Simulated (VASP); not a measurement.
A run of VASP 6.6.1:

The input INCAR:

```
SYSTEM = Ca2Ag2O
PREC = Accurate ; ENCUT = 600
EDIFF = 1E-6 ; ISMEAR = 0
SIGMA = 0.1 ; LREAL = .False.
LASPH = .True. ; NELM = 60
ALGO = Normal ; ISIF = 3
LWAVE = .False. ; LCHARG = .False.
GGA = PE ; IBRION = 2
NSW = 90 ; EDIFFG = -0.04
```

File KPOINTS:

```
Automatic mesh
0
Gamma
  4 4 4
  0 0 0
```

File POSCAR:

```
Ca2Ag2O
1.0
    0.0000000000      4.6287325800      4.6287325800
    4.6287325800      0.0000000000      4.6287325800
    4.6287325800      4.6287325800      0.0000000000
Ca Ag O
4 4 2
Direct
    0.6250000000      0.6250000000      0.6250000000
    0.6250000000      0.6250000000      0.1250000000
    0.6250000000      0.1250000000      0.6250000000
    0.1250000000      0.6250000000      0.6250000000
    0.1250000000      0.1250000000      0.1250000000
    0.1250000000      0.1250000000      0.6250000000
    0.1250000000      0.6250000000      0.1250000000
    0.6250000000      0.1250000000      0.1250000000
    0.2500000000      0.2500000000      0.2500000000
    0.0000000000      0.0000000000      0.0000000000
```

Potentials or basis: VASP PAW PBE potentials, release 64 (Ca_sv, Ag, O).

Launch:

```sh
$ cat potpaw_PBE.64/Ca_sv/POTCAR potpaw_PBE.64/Ag/POTCAR potpaw_PBE.64/O/POTCAR > POTCAR
$ mpirun -np 1 vasp_std > vasp.out
```

Hardware: 1 thread of Intel(R) Xeon(R) 6975P-C (Granite Rapids) (shared host).

Problem. Estimate the wall time of this run.

Solution. Run time: 4 min on 1 thread of Intel(R) Xeon(R) 6975P-C (Granite Rapids), with other jobs on the host, peak memory 0.45 GiB. Counts: scf iterations 41, k points 8, ion steps 3.
